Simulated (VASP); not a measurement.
Write the native input for VASP 6.6.1 that does the following.

- Task: single point
- Functional: LDA
- Potentials or basis: VASP PAW LDA potentials, release 64 (Sn_d, O)
- Cutoff: 520 eV
- k mesh: 6 × 6 × 8
- Occupations: gaussian, width 0.05 eV
- Spin: no spin polarisation
- Dipole correction: no
- Further INCAR settings: ALGO = Normal; EDIFF = 1e-07; NBANDS = 35

The structure of SnO2 lies in POSCAR:

```
SnO2
1.0
    4.6094272255      0.0000000000      0.0000000000
    0.0000000000      4.6099934723      0.0000000000
    0.0000000000      0.0000000000      3.1141542057
Sn O
2 4
Direct
    0.5000000000      0.5000000000      0.5000000000
    0.0000000000      0.0000000000      0.0000000000
    0.3059833077      0.3321134587      0.0000000000
    0.8059833077      0.1678865413      0.5000000000
    0.1940166923      0.8321134587      0.5000000000
    0.6940166923      0.6678865413      0.0000000000
```

These files were run (other wordings do the same):

INCAR

```
SYSTEM = SnO2
PREC = Accurate
ENCUT = 520
EDIFF = 1E-7
ISMEAR = 0
SIGMA = 0.05
LREAL = .False.
LASPH = .True.
NELM = 100
ALGO = Normal
ISIF = 2
LWAVE = .False.
LCHARG = .False.
NBANDS = 35
```

KPOINTS

```
regular mesh
0
Gamma
  6 6 8
  0 0 0
```

Potentials or basis: VASP PAW LDA potentials, release 64 (Sn_d, O).

Launch:

```sh
$ cat potpaw_LDA.64/Sn_d/POTCAR potpaw_LDA.64/O/POTCAR > POTCAR
$ mpirun -np 1 vasp_std > vasp.out
```

It gave:

| Item | Value |
| --- | --- |
| Pressure | 25.5 GPa |
| Largest force | 2.940 eV/Å |
| Band gap on the k mesh | 2.32 eV, direct |

Caveat: spin-orbit coupling is left out, which moves the levels of the heavy elements; forces of over 1 eV/Å act on the atoms, so gaps and moduli don't describe the material at rest.

It took 100 s on 1 thread of Intel(R) Xeon(R) Platinum 8375C CPU @ 2.90GHz (Ice Lake), with other jobs on the host, peak memory 0.25 GiB.
